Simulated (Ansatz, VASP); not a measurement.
Two plane-wave programs on ZrAl3B3N

```
Zr Al B N
1.0
     4.54809    0.00000    0.00000
     0.00000    4.54809    0.00000
     0.00000    0.00000    4.54809
Zr Al B N
1 3 3 1
Direct
  0.00000 0.00000 0.00000
  0.50000 0.00000 0.50000
  0.50000 0.50000 0.00000
  0.00000 0.50000 0.50000
  0.50000 0.00000 0.00000
  0.00000 0.50000 0.00000
  0.00000 0.00000 0.50000
  0.50000 0.50000 0.50000
```

Alike in both runs: functional PBE; k mesh 3 × 3 × 3; occupations gaussian, width 0.15 eV; no spin polarisation.

Ansatz relaxed the structure, and its values are those at the end. VASP's run is a single point on that final structure, the one shown.

|  | VASP | Ansatz |
| --- | --- | --- |
| version | VASP 6.6.1 | Ansatz 0.2.0 |
| potentials or method | VASP PAW PBE potentials, release 64 (Zr_sv, Al, B, N), cutoff 520 eV | scalar-relativistic, plane waves, PAW |
| valence electrons in the cell | 35 | 35 |

|  | VASP | Ansatz | Ansatz less VASP |
| --- | --- | --- | --- |
| gap on the k mesh at the Fermi level (eV) | none | none | - |
| pressure (GPa) | 0.2 | 0.2 | +0.02 |

A gap of «none» marks a metal or a gap that the smearing closes. With one functional, cell and mesh, what is left measures potentials, basis and numerics.

The k mesh is coarse, so the values compare programs but aren't converged.
